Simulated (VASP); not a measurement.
# Rb in VASP: density of states with PBE

Aim: the density of states of Rb with PBE.

Everything below comes from runs of VASP 6.6.1. Logs are shortened: lines on timing, memory, paths and dates and some standing lists are left out, and cuts for length are marked.

## 1. The cell of the first run

The cell holds a slab with vacuum, 6 atoms: a = 8.021 Å, b = 8.021 Å, c = 28.186 Å, α = 90.00°, β = 90.00°, γ = 120.00°.

## 2. Density of states, PBE

POSCAR reads:

```
Rb
1.0
    8.0211376235      0.0000000000      0.0000000000
   -4.0105688117      6.9465089492      0.0000000000
    0.0000000000      0.0000000000     28.1865000000
Rb
6
Direct
    0.1666666665      0.3333333335      0.3547790731
    0.5000000005      0.9999999995      0.4128674438
    0.8333333335      0.6666666665      0.4709558144
    0.1666666665      0.3333333335      0.5290441851
    0.5000000005      0.9999999995      0.5871325562
    0.8333333335      0.6666666665      0.6452209269
```

INCAR.step1 reads:

```
SYSTEM = Rb
PREC = Accurate ; ENCUT = 520
EDIFF = 1E-7 ; ISMEAR = -1
SIGMA = 0.1 ; LREAL = .False.
LASPH = .True. ; NELM = 100
ALGO = Normal ; ISIF = 2
LWAVE = .False. ; LCHARG = .True.
LDIPOL = .True. ; IDIPOL = 3
DIPOL = 0.5 0.5 0.500 ; GGA = PE
NBANDS = 36
```

KPOINTS.step1 reads:

```
regular mesh
0
Gamma
  6 6 1
  0 0 0
```

INCAR.step2 reads:

```
SYSTEM = Rb
PREC = Accurate ; ENCUT = 520
EDIFF = 1E-7 ; ISMEAR = -5
SIGMA = 0.1 ; LREAL = .False.
LASPH = .True. ; NELM = 100
ALGO = Normal ; ISIF = 2
LWAVE = .False. ; LCHARG = .False.
LDIPOL = .True. ; IDIPOL = 3
DIPOL = 0.5 0.5 0.500 ; GGA = PE
LORBIT = 11 ; NBANDS = 36
NEDOS = 1001 ; ICHARG = 11
```

KPOINTS.step2 reads:

```
regular mesh
0
Gamma
  9 9 1
  0 0 0
```

Potentials or basis: VASP PAW PBE potentials, release 64 (Rb_sv).

Command:

```sh
$ cat potpaw_PBE.64/Rb_sv/POTCAR > POTCAR
$ cp INCAR.step1 INCAR
$ cp KPOINTS.step1 KPOINTS
$ mpirun -np 1 vasp_std > vasp.out
$ cp INCAR.step2 INCAR
$ cp KPOINTS.step2 KPOINTS
$ mpirun -np 1 vasp_std > vasp.out
```

OUTCAR:

```text
SYSTEM = Rb
   PREC = Accurate
   ENCUT = 520
   EDIFF = 1E-7
   ISMEAR = -5
   LREAL = .False.
   LASPH = .True.
   NELM = 100
   ISIF = 2
   GGA = PE
   LORBIT = 11
   ICHARG = 11

 ion  position               nearest neighbor table
   1  0.167  0.333  0.355-   2 4.91   2 4.91   4 4.91   2 4.91   3 5.67   3 5.67   3 5.67
   2  0.500  1.000  0.413-   3 4.91   1 4.91   1 4.91   3 4.91   3 4.91   5 4.91   1 4.91   4 5.67
                             4 5.67   4 5.67
   3  0.833  0.667  0.471-   2 4.91   4 4.91   2 4.91   2 4.91   4 4.91   4 4.91   6 4.91   1 5.67
                             1 5.67   1 5.67   5 5.67   5 5.67   5 5.67
   4  0.167  0.333  0.529-   3 4.91   1 4.91   5 4.91   5 4.91   3 4.91   3 4.91   5 4.91   2 5.67
                             2 5.67   6 5.67   2 5.67   6 5.67   6 5.67
   5  0.500  1.000  0.587-   6 4.91   4 4.91   4 4.91   6 4.91   6 4.91   2 4.91   4 4.91   3 5.67
                             3 5.67   3 5.67
   6  0.833  0.667  0.645-   5 4.91   5 4.91   5 4.91   3 4.91   4 5.67   4 5.67   4 5.67

  LATTYP: Found a hexagonal cell.
 ALAT       =     8.0211376235
 C/A-ratio  =     3.5140277256

  Lattice vectors:

 A1 = (   8.0211376235,   0.0000000000,   0.0000000000)
 A2 = (  -4.0105688117,   6.9465089492,   0.0000000000)
 A3 = (   0.0000000000,   0.0000000000,  28.1865000000)

Analysis of symmetry for initial positions (statically):
=====================================================================
 Subroutine PRICEL returns:
 Original cell was already a primitive cell.

 Routine SETGRP: Setting up the symmetry group for a
 hexagonal supercell.

 Subroutine GETGRP returns: Found 12 space group operations
 (whereof  4 operations were pure point group operations)
 out of a pool of 24 trial point group operations.

The static configuration has the point symmetry C_2h.
 The point group associated with its full space group is D_3d.

Analysis of symmetry for dynamics (positions and initial velocities):
=====================================================================
 Subroutine PRICEL returns:
 Original cell was already a primitive cell.

 Routine SETGRP: Setting up the symmetry group for a
 hexagonal supercell.

 Subroutine GETGRP returns: Found 12 space group operations
 (whereof  4 operations were pure point group operations)
 out of a pool of 24 trial point group operations.

The dynamic configuration has the point symmetry C_2h.
 The point group associated with its full space group is D_3d.

 Subroutine INISYM returns: Found 12 space group operations
 (whereof  4 operations are pure point group operations),
 and found     1 'primitive' translations

[... 113 lines left out ...]
  Fermi-wavevector in a.u.,A,eV,Ry     =   0.532343  1.005982  3.855742  0.283389
  Thomas-Fermi vector in A             =   1.555785
   LORBIT       =     11    0 simple, 1 ext, 2 COOP (PROOUT), +10 PAW based schemes
   GGA     = PE    functional components
   LHFCALC =     F    Hartree Fock is set to
   AEXX    =    0.0000 exact exchange contribution
   IVDW    =     0    specifies the selected vdW correction
   LEPSILON=     F    determine dielectric tensor
   LRPA    =     F    only Hartree local field effects (RPA)
 non-spin polarized calculation
 Fermi weights with tetrahedron method with Bloechl corrections
  energy-cutoff  :      520.00
  volume of cell :     1570.52
 maximum number of plane-waves:     42385
 NGX is ok and might be reduce to    60

 number of electron      53.9999999 magnetization

 dipolmoment           0.000000      0.000000      0.000000 electrons x Angstroem

 Free energy of the ion-electron system (eV)
  ---------------------------------------------------
  ext. energy  EPLUGINS =         0.00000000
  ---------------------------------------------------
  free energy    TOTEN  =        -4.88050252 eV

  energy without entropy =       -4.88050252  energy(sigma->0) =       -4.88050252

 E-fermi :  -1.2962     XC(G=0):  -2.4597

 val. band max:       -1.3299271831   @ k =   0.0000   0.0000   0.0000
 cond. band min:      -1.2975642712   @ k =   0.4444  -0.0000   0.0000
 fundamental gap:      0.0323629119
 Fermi energy:        -1.2961850987

 k-point     1 :       0.0000    0.0000    0.0000
  band No.  band energies     occupation
      1     -30.6303      2.00000
      2     -30.6302      2.00000
      3     -30.3352      2.00000
      4     -30.3343      2.00000
      5     -30.2643      2.00000
      6     -30.2616      2.00000
[... 457 lines left out ...]
     35       0.3304      0.00000
     36       0.3304      0.00000

------------------------ aborting loop because EDIFF is reached ----------------------------------------

 vacuum level on the upper side and lower side of the slab       (xc-potential included)        -0.090        -0.090

  FORCE on cell =-STRESS in cart. coord.  units (eV):
  Direction    XX          YY          ZZ          XY          YZ          ZX
  --------------------------------------------------------------------------------------
  -------------------------------------------------------------------------------------
  Total       -0.2923318     -0.2923318     -0.2815427     -0.0000000     -0.0000000     -0.0000000
  in kB       -0.2982242     -0.2982242     -0.2872177     -0.0000000     -0.0000000     -0.0000000
  external PRESSURE =      -0.2945554 kB  Pullay stress =       0.0000000 kB

 VOLUME and BASIS-vectors are now :
 -----------------------------------------------------------------------------
  energy-cutoff  :      520.00
  volume of cell :     1570.52
      direct lattice vectors                 reciprocal lattice vectors
     8.021137623  0.000000000  0.000000000     0.124670595  0.071978602  0.000000000
    -4.010568812  6.946508949  0.000000000     0.000000000  0.143957203  0.000000000
     0.000000000  0.000000000 28.186500000     0.000000000  0.000000000  0.035477977

 POSITION                                       TOTAL-FORCE (eV/Angst)
 -----------------------------------------------------------------------------------
     -0.00000      2.31550      9.99998        -0.000000      0.000000      0.075754
      0.00000      6.94651     11.63729         0.000000      0.000000      0.029771
      4.01057      4.63101     13.27460         0.000000     -0.000000     -0.040309
     -0.00000      2.31550     14.91190        -0.000000      0.000000      0.040309
      0.00000      6.94651     16.54921         0.000000      0.000000     -0.029771
      4.01057      4.63101     18.18652        -0.000000     -0.000000     -0.075754
 -----------------------------------------------------------------------------------
    total drift:                               -0.000005      0.000003      0.000003

  FREE ENERGIE OF THE ION-ELECTRON SYSTEM (eV)
  ---------------------------------------------------
  free  energy   TOTEN  =        -4.8805025192 eV

  energy  without entropy=       -4.8805025192  energy(sigma->0) =       -4.88050252

 vacuum level on the upper side and lower side of the slab         0.685         0.685

 total charge

# of ion       s       p       d       tot
------------------------------------------
    1        1.965   5.317   0.003   7.285
    2        1.969   5.317   0.004   7.290
    3        1.961   5.324   0.005   7.291
    4        1.961   5.324   0.005   7.291
    5        1.969   5.317   0.004   7.290
    6        1.965   5.317   0.003   7.285
--------------------------------------------------
tot         11.789  31.917   0.024  43.730
```

It took 29 min on 1 thread of Intel Xeon Platinum 8259CL at 2.50GHz (Skylake/Cascade Lake), shared host; peak memory 1.4 GiB.

What came out:

```
Valence electrons inside the program's atomic spheres : Rb 7.29
```

Caveat: tetrahedron occupations give inexact forces and stress in metals.
